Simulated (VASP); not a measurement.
# Li15O8 (a cell with a defect) in VASP: notebook

The runs below take Li15O8 (a cell with a defect) through single point, molecular dynamics, with LDA.

Everything below comes from runs of VASP 6.6.1. Logs are shortened: lines on timing, memory, paths and dates and some standing lists are left out, and cuts for length are marked.

### 1 The cell of the first run

The cell holds a defect, 23 atoms: a = 6.650 Å, b = 6.650 Å, c = 6.650 Å, α = 60.00°, β = 60.00°, γ = 60.00°.

### 2 Single point, LDA

Contents of INCAR:

```
SYSTEM = Li15O8
ALGO = Fast ; EDIFF = 1E-6
ENCUT = 520 ; GGA = CA
ISIF = 2 ; ISMEAR = -1
LASPH = .TRUE. ; LCHARG = .FALSE.
LREAL = Auto ; LWAVE = .FALSE.
NBANDS = 64 ; NELECT = 94.0
NELM = 100 ; PREC = Accurate
SIGMA = 0.05
```

Contents of KPOINTS:

```
k-points
0
G
  2 2 2
  0 0 0
```

Contents of POSCAR:

```
Li15O8
1.0
    0.0000000000      4.7022000000      4.7022000000
    4.7022000000      0.0000000000      4.7022000000
    4.7022000000      4.7022000000      0.0000000000
Li O
15 8
Direct
    0.1045999745      0.1427735953      0.0979222492
    0.2567734252      0.1922717026      0.3477308494
    0.3368210625      0.4099995747      0.9496618604
    0.3596614351      0.5166305134      0.2881629875
    0.4300965506      0.8398834588      0.2827825273
    0.1585215431      0.6557781464      0.6122665986
    0.3835970397      0.8577155374      0.7966164774
    0.7490855344      0.1527051168      0.1639339033
    0.9091382757      0.4159436009      0.2919803496
    0.5593658288      0.1495576539      0.6672514993
    0.8924652290      0.3325783676      0.7810705627
    0.7453213389      0.5759750755      0.0550274340
    0.8936348943      0.7821126281      0.2715431075
    0.6473033899      0.6007294458      0.5890115265
    0.9454085322      0.9457275318      0.7541788950
    0.0893517928      0.0518374378     -0.1617859725
    0.1149887287      0.0160350474      0.3890731998
    0.0119199524      0.6272914806     -0.1037280422
    0.0112181532      0.4718748671      0.4578814172
    0.4453872655      0.0715197142     -0.0121857854
    0.5200969759      0.0135255838      0.4613159798
    0.6026221769      0.5271681341     -0.0681702182
    0.4798498575      0.5389073200      0.4685147378
```

Potentials or basis: VASP PAW LDA potentials, release 64 (Li_sv, O).

On the command line:

```
> cat potpaw_LDA.64/Li_sv/POTCAR potpaw_LDA.64/O/POTCAR > POTCAR
> mpirun -np 1 vasp_std > vasp.out
```

OUTCAR:

```text
SYSTEM = Li15O8
   EDIFF = 1E-6
   ENCUT = 520
   GGA = CA
   ISIF = 2
   ISMEAR = -1
   LASPH = .TRUE.
   LREAL = Auto
   NELECT = 94.0
   NELM = 100
   PREC = Accurate

 ion  position               nearest neighbor table
   1  0.105  0.143  0.098-  17 1.71  20 1.87   8 2.15  16 2.15   9 2.23   3 2.45   5 2.47   2 2.54
                            11 2.56
   2  0.257  0.192  0.348-  17 1.69  21 1.84  19 1.95   9 2.14   5 2.20   3 2.22   4 2.37   1 2.54

   3  0.337  0.410  0.950-  20 1.91  18 2.00  22 2.20   2 2.22   1 2.45   6 2.48  14 2.50  10 2.57
                             9 2.60
   4  0.360  0.517  0.288-  23 1.83  22 2.09  19 2.11   6 2.27  12 2.36   2 2.37   5 2.40
   5  0.430  0.840  0.283-  23 1.71  17 1.78  20 1.78   2 2.20   6 2.27  12 2.36   4 2.40   1 2.47
                            14 2.48
   6  0.159  0.656  0.612-  18 1.59  23 1.77  17 2.05  15 2.09   5 2.27   4 2.27   3 2.48
   7  0.384  0.858  0.797-  16 1.69  21 1.86  22 1.97  14 2.20  10 2.34
   8  0.749  0.153  0.164-  21 1.91  13 2.02  11 2.12   1 2.15  22 2.18  12 2.52
   9  0.909  0.416  0.292-  19 1.80  12 1.92   2 2.14  18 2.20  17 2.21   1 2.23  14 2.30  13 2.32
                             3 2.60
  10  0.559  0.150  0.667-  20 1.75  21 2.14  23 2.15   7 2.34  15 2.45   3 2.57
  11  0.892  0.333  0.781-  16 1.64  19 1.77  22 1.81  14 2.09   8 2.12  15 2.50  12 2.55   1 2.56

  12  0.745  0.576  0.055-  18 1.66  22 1.74   9 1.92   4 2.36   5 2.36   8 2.52  11 2.55
  13  0.894  0.782  0.272-  19 1.79   8 2.02  14 2.14  21 2.26   9 2.32
  14  0.647  0.601  0.589-  23 1.93  22 1.97  19 1.98  11 2.09  13 2.14   7 2.20  21 2.24   9 2.30
                             5 2.48   3 2.50
  15  0.945  0.946  0.754-  18 1.75  16 1.83  17 2.01   6 2.09  10 2.45  11 2.50
  16  0.089  0.052  0.838-  11 1.64   7 1.69  15 1.83   1 2.15
  17  0.115  0.016  0.389-   2 1.69   1 1.71   5 1.78  15 2.01   6 2.05   9 2.21
  18  0.012  0.627  0.896-   6 1.59  12 1.66  15 1.75   3 2.00   9 2.20
  19  0.011  0.472  0.458-  11 1.77  13 1.79   9 1.80   2 1.95  14 1.98   4 2.11
  20  0.445  0.072  0.988-  10 1.75   5 1.78   1 1.87   3 1.91
  21  0.520  0.014  0.461-   2 1.84   7 1.86   8 1.91  10 2.14  14 2.24  13 2.26
  22  0.603  0.527  0.932-  12 1.74  11 1.81  14 1.97   7 1.97   4 2.09   8 2.18   3 2.20
  23  0.480  0.539  0.469-   5 1.71   6 1.77   4 1.83  14 1.93  10 2.15

  LATTYP: Found a face centered cubic cell.
 ALAT       =     9.4044000000

  Lattice vectors:

 A1 = (   0.0000000000,   4.7022000000,   4.7022000000)
 A2 = (   4.7022000000,   0.0000000000,   4.7022000000)
 A3 = (   4.7022000000,   4.7022000000,   0.0000000000)

Analysis of symmetry for initial positions (statically):
=====================================================================
 Subroutine PRICEL returns:
 Original cell was already a primitive cell.

 Routine SETGRP: Setting up the symmetry group for a
 face centered cubic supercell.

 Subroutine GETGRP returns: Found  1 space group operations
[... 155 lines left out ...]
   EMIN   =  10.00;   EMAX   =-10.00  energy-range for DOS
   EFERMI =   0.00;   METHOD = LEGACY
   ISMEAR =    -1;   SIGMA  =   0.05  broadening in eV -4-tet -1-fermi 0-gaus
   EFERMI_NEDOS =   21; number of points for ismear=-14 and -15
   IALGO  =     68    algorithm
   IMIX   =      4    mixing-type and parameters
     AMIX     =   0.40;   BMIX     =  1.00
     AMIX_MAG =   1.60;   BMIX_MAG =  1.00
  volume/ion in A,a.u.               =       9.04        61.01
  Fermi-wavevector in a.u.,A,eV,Ry     =   1.256434  2.374316 21.478517  1.578626
  Thomas-Fermi vector in A             =   2.390142
   LORBIT       =      0    0 simple, 1 ext, 2 COOP (PROOUT), +10 PAW based schemes
   GGA     = CA    functional components
   LHFCALC =     F    Hartree Fock is set to
   AEXX    =    0.0000 exact exchange contribution
   IVDW    =     0    specifies the selected vdW correction
   LEPSILON=     F    determine dielectric tensor
   LRPA    =     F    only Hartree local field effects (RPA)
 non-spin polarized calculation
 RMM-DIIS sequential band-by-band and
  energy-cutoff  :      520.00
  volume of cell :      207.94
 maximum number of plane-waves:      5601
 NGX is ok and might be reduce to    50
   NGX = 25   NGY = 25   NGZ = 25

 number of electron      94.0000009 magnetization

 Free energy of the ion-electron system (eV)
  ---------------------------------------------------
  ext. energy  EPLUGINS =         0.00000000
  ---------------------------------------------------
  free energy    TOTEN  =      -109.91821758 eV

  energy without entropy =     -109.91821758  energy(sigma->0) =     -109.91821758

 E-fermi :   2.7037     XC(G=0):  -9.8580

 val. band max:        1.4974547521   @ k =   0.0000   0.5000   0.0000
 cond. band min:       4.2481210987   @ k =   0.0000   0.0000   0.0000
 fundamental gap:      2.7506663466
 Fermi energy:         2.7036963336

 k-point     1 :       0.0000    0.0000    0.0000
  band No.  band energies     occupation
      1     -42.9431      2.00000
      2     -42.8160      2.00000
      3     -42.6183      2.00000
      4     -42.1681      2.00000
      5     -41.9298      2.00000
      6     -41.8837      2.00000
[... 485 lines left out ...]
     58       9.4728      0.00000
     59       9.5428      0.00000
 [bands above 59 left out]

------------------------ aborting loop because EDIFF is reached ----------------------------------------

  FORCE on cell =-STRESS in cart. coord.  units (eV):
  Direction    XX          YY          ZZ          XY          YZ          ZX
  --------------------------------------------------------------------------------------
  -------------------------------------------------------------------------------------
  Total        7.4488803      7.0180843      9.9351609     -0.7451021      0.5385010      1.6526960
  in kB       57.3942374     54.0749187     76.5512349     -5.7410735      4.1491943     12.7341589
  external PRESSURE =      62.6734637 kB  Pullay stress =       0.0000000 kB

 VOLUME and BASIS-vectors are now :
 -----------------------------------------------------------------------------
  energy-cutoff  :      520.00
  volume of cell :      207.94
      direct lattice vectors                 reciprocal lattice vectors
     0.000000000  4.702200000  4.702200000    -0.106333206  0.106333206  0.106333206
     4.702200000  0.000000000  4.702200000     0.106333206 -0.106333206  0.106333206
     4.702200000  4.702200000  0.000000000     0.106333206  0.106333206 -0.106333206

 POSITION                                       TOTAL-FORCE (eV/Angst)
 -----------------------------------------------------------------------------------
      1.13180      0.95230      1.16320        -2.522474      0.335538      1.225984
      2.53920      2.84250      2.11150         0.752330      1.805259     -0.188968
      6.39340      6.04930      3.51170        -0.609758     -0.460164      0.595358
      3.78430      3.04620      4.12050        -0.347326     -0.134647     -0.581991
      5.27900      3.35210      5.97170         1.025023     -0.621086      1.113598
      5.96260      3.62440      3.82900        -1.257963     -1.313464      0.652664
[... 15 lines left out ...]
      6.86050      7.21530      5.31250         0.070302     -0.260546     -2.122320
      4.73710      4.45940      4.79040        -2.087440      1.683561      0.640954
 -----------------------------------------------------------------------------------
    total drift:                               -0.012819     -0.000671      0.005808

  FREE ENERGIE OF THE ION-ELECTRON SYSTEM (eV)
  ---------------------------------------------------
  free  energy   TOTEN  =      -109.9182175827 eV

  energy  without entropy=     -109.9182175827  energy(sigma->0) =     -109.91821758
```

stdout:

```text
POSCAR found type information on POSCAR LiO
 POSCAR found :  2 types and      23 ions
 scaLAPACK will be used
 LDA part: xc-table for (Slater(with rela. corr.)+CA(PZ))
 , standard interpolation
 POSCAR, INCAR and KPOINTS ok, starting setup
 FFT: planning ... GRIDC
 FFT: planning ... GRID_SOFT
 FFT: planning ... GRID
 WAVECAR not read
 entering main loop
 the old and the new charge density differ
 old charge density:    93.00000 new   94.00000
    0.239E+01
WARNING in EDDRMM: call to ZHEGV failed, returncode =   6  3     22
```

Wall time 7.2 min (1 thread of Intel Xeon Platinum 8488C (Sapphire Rapids), shared host); peak memory 0.29 GiB.

Results:

```
Free energy   : -109.9182 eV
Largest force : 4.088 eV/Å
```

Forces on the atoms (eV/Å):
```
Li  -2.522  0.336  1.226
Li   0.752  1.805 -0.189
Li  -0.610 -0.460  0.595
Li  -0.347 -0.135 -0.582
Li   1.025 -0.621  1.114
Li  -1.258 -1.313  0.653
Li   0.161  0.337  0.500
Li   0.573 -1.336 -0.956
Li   0.344  1.017 -0.427
Li  -0.314 -1.278  0.026
Li  -0.109 -0.613  1.376
Li   0.612 -2.206 -0.055
Li  -0.259  0.124  0.622
Li   0.587 -0.158 -0.026
Li   0.386  0.168  0.755
O    2.744  1.522 -2.620
O    1.696 -1.458 -3.118
O    1.121  3.303 -2.029
O   -0.353 -1.596  1.404
O   -0.351  0.077  1.597
O   -1.861  1.061  1.616
O    0.070 -0.261 -2.122
O   -2.087  1.684  0.641
```

Levels at points of the mesh, in eV from the Fermi level:
```tsv
k point	band 44	band 45	band 46	band 47	band 48	band 49	band 50	band 51
(0.00, 0.00, 0.00)	-1.88	-1.50	-1.45	-1.22	1.54	2.34	2.82	3.35
(0.50, 0.00, 0.00)	-1.88	-1.70	-1.48	-1.39	2.07	3.08	3.28	3.73
(0.00, 0.50, 0.00)	-2.00	-1.54	-1.44	-1.21	2.05	3.00	3.22	3.54
(0.00, 0.00, 0.50)	-1.78	-1.72	-1.44	-1.27	1.92	3.04	3.37	3.62
(0.50, 0.50, 0.50)	-1.93	-1.78	-1.48	-1.23	2.03	3.14	3.41	3.67
(0.50, 0.50, 0.00)	-1.98	-1.69	-1.52	-1.36	2.02	3.23	3.56	3.85
(0.00, 0.50, 0.50)	-1.88	-1.76	-1.46	-1.37	2.04	3.13	3.42	3.90
(0.50, 0.00, 0.50)	-1.93	-1.72	-1.34	-1.25	2.14	2.89	3.53	3.71
```

Caveat: the k points lie up to 0.58 Å⁻¹ apart; the cell carries a net charge on a neutralising background, which shifts energy and pressure; the cell is charged against a uniform background, so pressure and absolute levels hang on convention; the cutoff is under 1.25 times the usual one of these potentials, so pressure, stress and relaxed cells hold a basis-set (Pulay) error; the atoms stand as in a frame of molecular dynamics.

[end of part 1 of 2]
